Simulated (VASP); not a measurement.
# Al (P6_3/mmc) in VASP: a series of runs

The runs below take Al through single point, with r2SCAN.

Program: VASP 6.6.1. These are calculated values, not measurements. Logs are shortened: lines on timing, memory, paths and dates and some standing lists are left out, and cuts for length are marked.

### Step 1. The cell of the first run

Symmetry: P6_3/mmc, No. 194, hexagonal system. Conventional cell: a = 2.831 Å, b = 2.831 Å, c = 4.899 Å, α = 90.00°, β = 90.00°, γ = 120.00°. Al (site symmetry -6m2) has 12 Al at 2.83 to 2.94 Å within 3.7 Å.

This isn't the form of Al at room conditions, which is fcc.

### Step 2. Single point, r2SCAN

The input, POSCAR:

```
Al
1.0
    2.8310814249      0.0000000000      0.0000000000
   -1.4155407175      2.4517884341      0.0000000000
    0.0000000000      0.0000000000      4.8990817340
Al
2
Direct
    0.6666666667      0.3333333333      0.7500000000
    0.3333333333      0.6666666667      0.2500000000
```

The input, INCAR.step1:

```
SYSTEM = Al
  ALGO = Normal
  EDIFF = 1E-4
  ENCUT = 520
  GGA = PE
  ISMEAR = 1
  LASPH = .True.
  LCHARG = .False.
  LREAL = .False.
  LWAVE = .True.
  NBANDS = 10
  NELM = 100
  PREC = Accurate
  SIGMA = 0.1
```

The input, INCAR.step2:

```
SYSTEM = Al
  ALGO = Normal
  EDIFF = 1E-6
  ENCUT = 520
  ISIF = 2
  ISMEAR = 1
  ISTART = 1
  LASPH = .True.
  LCHARG = .True.
  LELF = .True.
  LMIXTAU = .True.
  LREAL = .False.
  LVHAR = .True.
  LWAVE = .False.
  METAGGA = R2SCAN
  NBANDS = 10
  NELM = 100
  PREC = Accurate
  SIGMA = 0.1
```

The input, KPOINTS:

```
k-points
0
Gamma
  12 12 6
  0 0 0
```

Potentials or basis: VASP PAW PBE potentials, release 64 (Al).

Started as:

```
$ cat potpaw_PBE.64/Al/POTCAR > POTCAR
$ cp INCAR.step1 INCAR
$ mpirun -np 1 vasp_std > vasp.out
$ cp INCAR.step2 INCAR
$ mpirun -np 1 vasp_std > vasp.out
```

OUTCAR:

```text
SYSTEM = Al
   EDIFF = 1E-6
   ENCUT = 520
   ISIF = 2
   ISMEAR = 1
   ISTART = 1
   LASPH = .True.
   LREAL = .False.
   METAGGA = R2SCAN
   NELM = 100
   PREC = Accurate

 ion  position               nearest neighbor table
   1  0.667  0.333  0.750-   2 2.94   2 2.94   2 2.94   2 2.94   2 2.94   2 2.94
   2  0.333  0.667  0.250-   1 2.94   1 2.94   1 2.94   1 2.94   1 2.94   1 2.94

  LATTYP: Found a hexagonal cell.
 ALAT       =     2.8310814249
 C/A-ratio  =     1.7304630276

  Lattice vectors:

 A1 = (   2.8310814249,   0.0000000000,   0.0000000000)
 A2 = (  -1.4155407175,   2.4517884341,   0.0000000000)
 A3 = (   0.0000000000,   0.0000000000,   4.8990817340)

Analysis of symmetry for initial positions (statically):
=====================================================================
 Subroutine PRICEL returns:
 Original cell was already a primitive cell.

 Routine SETGRP: Setting up the symmetry group for a
 hexagonal supercell.

 Subroutine GETGRP returns: Found 24 space group operations
 (whereof 12 operations were pure point group operations)
 out of a pool of 24 trial point group operations.

The static configuration has the point symmetry D_3d.
 The point group associated with its full space group is D_6h.

Analysis of symmetry for dynamics (positions and initial velocities):
=====================================================================
 Subroutine PRICEL returns:
 Original cell was already a primitive cell.

 Routine SETGRP: Setting up the symmetry group for a
 hexagonal supercell.

 Subroutine GETGRP returns: Found 24 space group operations
 (whereof 12 operations were pure point group operations)
 out of a pool of 24 trial point group operations.

The dynamic configuration has the point symmetry D_3d.
 The point group associated with its full space group is D_6h.

 Subroutine INISYM returns: Found 24 space group operations
 (whereof 12 operations are pure point group operations),
 and found     1 'primitive' translations

----------------------------------------------------------------------------------------

                                     Primitive cell

  volume of cell :      34.0056

  direct lattice vectors                    reciprocal lattice vectors
     2.831081425  0.000000000  0.000000000     0.353221914  0.203932768  0.000000000
    -1.415540718  2.451788434  0.000000000     0.000000000  0.407865534  0.000000000
     0.000000000  0.000000000  4.899081734     0.000000000  0.000000000  0.204119885

  length of vectors
     2.831081425  2.831081427  4.899081734     0.407865535  0.407865534  0.204119885

  position of ions in fractional coordinates (direct lattice)
     0.666666667  0.333333333  0.750000000
     0.333333333  0.666666667  0.250000000

  ion indices of the primitive-cell ions
   primitive index   ion index
                 1           1
                 2           2

----------------------------------------------------------------------------------------

 KPOINTS: k-points

Automatic generation of k-mesh.
 Grid dimensions read from file:
 generate k-points for:   12   12    6

 Generating k-lattice:

  Cartesian coordinates                     Fractional coordinates (reciprocal lattice)
     0.029435160  0.016994397  0.000000000     0.083333333 -0.000000000  0.000000000
     0.000000000  0.033988795  0.000000000     0.000000000  0.083333333  0.000000000
     0.000000000  0.000000000  0.034019981     0.000000000  0.000000000  0.166666667

  Length of vectors
     0.033988795  0.033988795  0.034019981

  Shift w.r.t. Gamma in fractional coordinates (k-lattice)
     0.000000000  0.000000000  0.000000000

 Subroutine IBZKPT returns following result:
 ===========================================

 Found     76 irreducible k-points:

 Following reciprocal coordinates:
            Coordinates               Weight
  0.000000  0.000000  0.000000      1.000000
  0.083333  0.000000  0.000000      6.000000
  0.166667  0.000000  0.000000      6.000000
  0.250000  0.000000  0.000000      6.000000
  0.333333  0.000000  0.000000      6.000000
  0.416667  0.000000  0.000000      6.000000
[... 16 lines left out ...]
  0.250000  0.000000  0.166667     12.000000
  0.333333  0.000000  0.166667     12.000000
 [... further k-points ...]
   k-points           NKPTS =     76   k-points in BZ     NKDIM =     76   number of bands    NBANDS=     10
   number of dos      NEDOS =    301   number of ions     NIONS =      2
   total plane-waves  NPLWV =  20736
   dimension x,y,z NGX =    24 NGY =   24 NGZ =   36
   dimension x,y,z NGXF=    48 NGYF=   48 NGZF=   72
   ions per type =               2
   NGX,Y,Z   is equivalent  to a cutoff of  14.09, 14.09, 12.22 a.u.
   NGXF,Y,Z  is equivalent  to a cutoff of  28.19, 28.19, 24.43 a.u.
 SYSTEM =  Al
   PREC   = accura    normal or accurate (medium, high low for compatibility)
   ISTART =      1    job   : 0-new  1-cont  2-samecut
   ICHARG =      0    charge: 1-file 2-atom 10-const
   ISPIN  =      1    spin polarized calculation?
   LNONCOLLINEAR =      F non collinear calculations
   LSORBIT =      F    spin-orbit coupling
   LASPH  =      T    aspherical Exc in radial PAW
   ENCUT  =  520.0 eV  38.22 Ry    6.18 a.u.   5.26  5.26  9.11*2*pi/ulx,y,z
   NELM   =    100;   NELMIN=  2; NELMDL=  0     # of ELM steps
   EDIFF  = 0.1E-05   stopping-criterion for ELM
   LREAL  =      F    real-space projection
   EDIFFG = 0.1E-04   stopping-criterion for IOM
   NSW    =      0    number of steps for IOM
   IBRION =     -1    ionic relax: 0-MD 1-quasi-New 2-CG
   NFREE  =      0    steps in history (QN), initial steepest desc. (CG)
   ISIF   =      2    stress and relaxation
   ISYM   =      2    0-nonsym 1-usesym 2-fastsym
   POTIM  = 0.5000    time-step for ionic-motion
   TEBEG  =    0.0;   TEEND  =   0.0 temperature during run
   PSTRESS=    0.0 pullay stress
   NELECT =       6.0000    total number of electrons
   NUPDOWN=      -1.0000    fix difference up-down
   EMIN   =  10.00;   EMAX   =-10.00  energy-range for DOS
   EFERMI =   0.00;   METHOD = LEGACY
   ISMEAR =     1;   SIGMA  =   0.10  broadening in eV -4-tet -1-fermi 0-gaus
   EFERMI_NEDOS =   21; number of points for ismear=-14 and -15
   IALGO  =     38    algorithm
   IMIX   =      4    mixing-type and parameters
     AMIX     =   0.40;   BMIX     =  1.00
     AMIX_MAG =   1.60;   BMIX_MAG =  1.00
  volume/ion in A,a.u.               =      17.00       114.74
  Fermi-wavevector in a.u.,A,eV,Ry     =   0.918210  1.735165 11.471196  0.843109
  Thomas-Fermi vector in A             =   2.043266
   LORBIT       =      0    0 simple, 1 ext, 2 COOP (PROOUT), +10 PAW based schemes
   METAGGA = R2SCAN    functional components
   LHFCALC =     F    Hartree Fock is set to
   AEXX    =    0.0000 exact exchange contribution
   IVDW    =     0    specifies the selected vdW correction
   LEPSILON=     F    determine dielectric tensor
   LRPA    =     F    only Hartree local field effects (RPA)
 non-spin polarized calculation
 Methfessel and Paxton  Order N= 1 SIGMA  =   0.10
  energy-cutoff  :      520.00
  volume of cell :       34.01
 maximum number of plane-waves:       928
 NGX is ok and might be reduce to    24
   NGX = 11   NGY = 11   NGZ = 19

 number of electron       6.0000000 magnetization

 Free energy of the ion-electron system (eV)
  ---------------------------------------------------
  ext. energy  EPLUGINS =         0.00000000
  ---------------------------------------------------
  free energy    TOTEN  =       -13.34895540 eV

  energy without entropy =      -13.34860100  energy(sigma->0) =      -13.34883727

 E-fermi :   7.7111     XC(G=0): -10.8029

 val. band max:        7.6990832979   @ k =   0.3333   0.0833   0.5000
 cond. band min:       7.7273043985   @ k =   0.2500   0.2500   0.3333
 fundamental gap:      0.0282211006
 Fermi energy:         7.7110924716

 k-point     1 :       0.0000    0.0000    0.0000
  band No.  band energies     occupation
      1      -3.9314      2.00000
      2       2.4869      2.00000
      3       2.5236      2.00000
      4      19.3992      0.00000
      5      19.7738      0.00000
      6      19.7738      0.00000
      7      19.9446      0.00000
      8      19.9446      0.00000
      9      20.8282      0.00000
     10      23.2447      0.00000

 k-point     2 :       0.0833    0.0000    0.0000
  band No.  band energies     occupation
      1      -3.7494      2.00000
      2       2.6633      2.00000
      3       2.6950      2.00000
      4      16.8071      0.00000
      5      18.1591      0.00000
      6      19.0796      0.00000
      7      20.4371      0.00000
      8      20.9235      0.00000
      9      21.8059      0.00000
     10      22.5506      0.00000

 k-point     3 :       0.1667    0.0000    0.0000
  band No.  band energies     occupation
      1      -3.2049      2.00000
      2       3.1881      2.00000
      3       3.2094      2.00000
      4      13.4838      0.00000
      5      16.7683      0.00000
      6      17.7763      0.00000
      7      19.1561      0.00000
      8      19.5146      0.00000
      9      21.5183      0.00000
     10      21.5254      0.00000

 k-point     4 :       0.2500    0.0000    0.0000
  band No.  band energies     occupation
      1      -2.3019      2.00000
      2       4.0429      2.00000
      3       4.0664      2.00000
      4      10.3563      0.00000
      5      15.6441      0.00000
      6      15.6874      0.00000
      7      16.4161      0.00000
      8      17.6848      0.00000
      9      20.9165      0.00000
     10      21.5299      0.00000
[... 222 lines left out ...]
 k-point    22 :       0.1667    0.0000    0.1667
  band No.  band energies     occupation
      1      -3.0234      2.00000
      2       1.2693      2.00000
      3       5.4490      2.00000
      4      13.6258      0.00000
      5      16.9228      0.00000
      6      17.1599      0.00000
      7      17.2607      0.00000
      8      19.2804      0.00000
      9      20.5922      0.00000
     10      21.3120      0.00000

 k-point    23 :       0.2500    0.0000    0.1667
  band No.  band energies     occupation
      1      -2.1215      2.00000
      2       2.1424      2.00000
      3       6.2752      2.00000
      4      10.5264      0.00000
      5      14.3666      0.00000
      6      15.8427      0.00000
      7      16.9662      0.00000
      8      18.0337      0.00000
      9      19.4779      0.00000
     10      19.5587      0.00000

 k-point    24 :       0.3333    0.0000    0.1667
  band No.  band energies     occupation
      1      -0.8688      2.00000
      2       3.3423      2.00000
      3       7.0689      2.00000
      4       8.0512     -0.00002
      5      11.6345      0.00000
      6      15.0720      0.00000
      7      15.2817      0.00000
      8      16.8798      0.00000
      9      18.8070      0.00000
     10      19.6270      0.00000

 [... further k-points ...]

------------------------ aborting loop because EDIFF is reached ----------------------------------------

  FORCE on cell =-STRESS in cart. coord.  units (eV):
  Direction    XX          YY          ZZ          XY          YZ          ZX
  --------------------------------------------------------------------------------------
  -------------------------------------------------------------------------------------
  Total       -0.7632910     -0.7632910     -1.5963276      0.0000000     -0.0000000      0.0000000
  in kB      -35.9625682    -35.9625682    -75.2112106      0.0000001     -0.0000000      0.0000000
  external PRESSURE =     -49.0454490 kB  Pullay stress =       0.0000000 kB

 VOLUME and BASIS-vectors are now :
 -----------------------------------------------------------------------------
  energy-cutoff  :      520.00
  volume of cell :       34.01
      direct lattice vectors                 reciprocal lattice vectors
     2.831081425  0.000000000  0.000000000     0.353221914  0.203932768  0.000000000
    -1.415540718  2.451788434  0.000000000     0.000000000  0.407865534  0.000000000
     0.000000000  0.000000000  4.899081734     0.000000000  0.000000000  0.204119885

 POSITION                                       TOTAL-FORCE (eV/Angst)
 -----------------------------------------------------------------------------------
      1.41554      0.81726      3.67431         0.000000     -0.000000      0.000000
     -0.00000      1.63453      1.22477        -0.000000      0.000000      0.000000
 -----------------------------------------------------------------------------------
    total drift:                               -0.000000      0.000000     -0.000000

  FREE ENERGIE OF THE ION-ELECTRON SYSTEM (eV)
  ---------------------------------------------------
  free  energy   TOTEN  =       -13.3489554002 eV

  energy  without entropy=      -13.3486010013  energy(sigma->0) =      -13.34883727
```

Wall time 74 s (1 thread of Intel Xeon 8259CL, shared host); peak memory 0.16 GiB.

Results:

- Free energy: -13.3490 eV
- Pressure: -4.9 GPa
- Band gap on the k mesh: zero (bands 3 and 4 overlap by 7.04 eV)

Caveat: the cell stands under tension; the PAW data sets were made with another functional, which shifts forces and pressure a little.

### Step 3. Single point, r2SCAN

This run uses another cell than the first one, of 17.34 Å³/atom.

The input, POSCAR:

```
Al
1.0
    2.8494655857      0.0000000000      0.0000000000
   -1.4247327979      2.4677095843      0.0000000000
    0.0000000000      0.0000000000      4.9308948445
Al
2
Direct
    0.6666666667      0.3333333333      0.7500000000
    0.3333333333      0.6666666667      0.2500000000
```

The input, INCAR.step1:

```
PREC     = Accurate       # precision mode
ENCUT    = 520            # plane-wave cutoff, eV
ISMEAR   = 1              # smearing method
SIGMA    = 0.1            # smearing width, eV
LREAL    = False          # projectors in reciprocal space
LASPH    = True           # aspherical terms in the spheres
NELM     = 100            # most SCF steps
NBANDS   = 10             # bands
GGA      = PE             # functional
ALGO     = Normal         # electronic algorithm
EDIFF    = 1E-4           # SCF threshold, eV
LWAVE    = True           # write WAVECAR
LCHARG   = False          # write CHGCAR
```

The input, INCAR.step2:

```
PREC     = Accurate       # precision mode
ENCUT    = 520            # plane-wave cutoff, eV
EDIFF    = 1E-6           # SCF threshold, eV
ISMEAR   = 1              # smearing method
SIGMA    = 0.1            # smearing width, eV
LREAL    = False          # projectors in reciprocal space
LASPH    = True           # aspherical terms in the spheres
NELM     = 100            # most SCF steps
ALGO     = Normal         # electronic algorithm
ISIF     = 2              # what is computed and relaxed
LWAVE    = False          # write WAVECAR
LCHARG   = False          # write CHGCAR
METAGGA  = R2SCAN         # meta-GGA
LMIXTAU  = True         
NBANDS   = 10             # bands
ISTART   = 1
```

The input, KPOINTS:

```
Automatic mesh
0
Gamma
  12 12 6
```

Potentials or basis: VASP PAW PBE potentials, release 64 (Al).

Started as:

```
$ cat potpaw_PBE.64/Al/POTCAR > POTCAR
$ cp INCAR.step1 INCAR
$ mpirun -np 1 vasp_std > vasp.out
$ cp INCAR.step2 INCAR
$ mpirun -np 1 vasp_std > vasp.out
```

It took 86 s on 1 thread of Intel Xeon 8259CL, shared host; peak memory 0.17 GiB.

It converged, with:

```
Free energy            : -13.3259 eV
Pressure               : -6.1 GPa
Band gap on the k mesh : zero (bands 3 and 4 overlap by 6.99 eV)
```

Stress tensor (GPa, compression positive):
```
-4.95  0.00  0.00
 0.00 -4.95  0.00
 0.00  0.00 -8.49
```

Levels at points of the mesh, in eV from the Fermi level:
```csv
k point,band 1,band 2,band 3,band 4,band 5,band 6
"(0.00, 0.00, 0.00)",-11.51,-5.19,-5.10,11.60,11.89,11.89
"(0.50, 0.00, 0.00)",-5.20,-5.17,0.62,0.66,1.45,1.45
"(0.00, 0.00, 0.50)",-9.89,-9.89,2.48,2.48,12.96,12.96
"(0.50, 0.00, 0.50)",-4.00,-4.00,-3.17,-3.17,7.71,7.71
```

Caveat: the cell stands under tension; the PAW data sets were made with another functional, which shifts forces and pressure a little.

### Step 4. Single point, r2SCAN

This run uses another cell than the first one, of 17.67 Å³/atom.

The input, POSCAR:

```
Al
1.0
    2.8676155373      0.0000000000      0.0000000000
   -1.4338077738      2.4834279035      0.0000000000
    0.0000000000      0.0000000000      4.9623026648
Al
2
Direct
    0.6666666667      0.3333333333      0.7500000000
    0.3333333333      0.6666666667      0.2500000000
```

The input, INCAR.step1:

```
PREC = Accurate ; ENCUT = 520
ISMEAR = 1 ; SIGMA = 0.1
LREAL = F ; LASPH = T
NELM = 100 ; NBANDS = 10
GGA = PE ; ALGO = Normal
EDIFF = 1E-4 ; LWAVE = T
LCHARG = F
```

The input, INCAR.step2:

```
PREC = Accurate ; ENCUT = 520
EDIFF = 1E-7 ; ISMEAR = 1
SIGMA = 0.1 ; LREAL = F
LASPH = T ; NELM = 100
ALGO = Normal ; ISIF = 2
LWAVE = F ; LCHARG = T
METAGGA = R2SCAN ; LMIXTAU = T
LELF = T ; LVHAR = T
NBANDS = 10 ; ISTART = 1
```

The input, KPOINTS:

```
regular mesh
0
Gamma
  12 12 6
```

Started as:

```
$ cat potpaw_PBE.64/Al/POTCAR > POTCAR
$ cp INCAR.step1 INCAR
$ mpirun -np 1 vasp_std > vasp.out
$ cp INCAR.step2 INCAR
$ mpirun -np 1 vasp_std > vasp.out
```

It took 99 s on 1 thread of Intel Xeon 8259CL, shared host; peak memory 0.17 GiB.

Results (log left out):

* Free energy: -13.2980 eV
* Pressure: -7.2 GPa
* Band gap on the k mesh: zero (bands 3 and 4 overlap by 6.94 eV)

Stress tensor (GPa, compression positive):
```
-6.17  0.00  0.00
 0.00 -6.17  0.00
 0.00  0.00 -9.35
```

Levels at points of the mesh, in eV from the Fermi level:
| k point | band 1 | band 2 | band 3 | band 4 | band 5 | band 6 | band 7 |
| --- | --- | --- | --- | --- | --- | --- | --- |
| (0.00, 0.00, 0.00) | -11.37 | -5.16 | -5.01 | 11.52 | 11.72 | 11.72 | 12.01 |
| (0.50, 0.00, 0.00) | -5.15 | -5.10 | 0.63 | 0.63 | 1.40 | 1.48 | 6.39 |
| (0.00, 0.00, 0.50) | -9.78 | -9.78 | 2.46 | 2.46 | 12.84 | 12.84 | 12.84 |
| (0.50, 0.00, 0.50) | -3.94 | -3.94 | -3.15 | -3.15 | 7.68 | 7.68 | 7.77 |

Caveat: the cell stands under tension; the PAW data sets were made with another functional, which shifts forces and pressure a little.

### Step 5. Summary

| cell | gap on the mesh (eV) | pressure (GPa) |
| --- | --- | --- |
| a = 2.831, b = 2.831, c = 4.899 Å, angles 90.0, 90.0, 120.0°, 2 atoms | none | -4.9 |
| a = 2.849, b = 2.849, c = 4.931 Å, angles 90.0, 90.0, 120.0°, 2 atoms | none | -6.1 |
| a = 2.868, b = 2.868, c = 4.962 Å, angles 90.0, 90.0, 120.0°, 2 atoms | none | -7.2 |

Alike in all rows: task single point; level r2SCAN; potentials or basis VASP PAW PBE potentials, release 64 (Al); no spin polarisation; k mesh 12 × 12 × 6; cutoff (eV) 520; smearing methfessel-paxton 0.1 eV.

Caveats: the cell stands under tension; the PAW data sets were made with another functional, which shifts forces and pressure a little.

Total energies depend on the potentials used, so only differences within one code and one set of settings carry meaning.
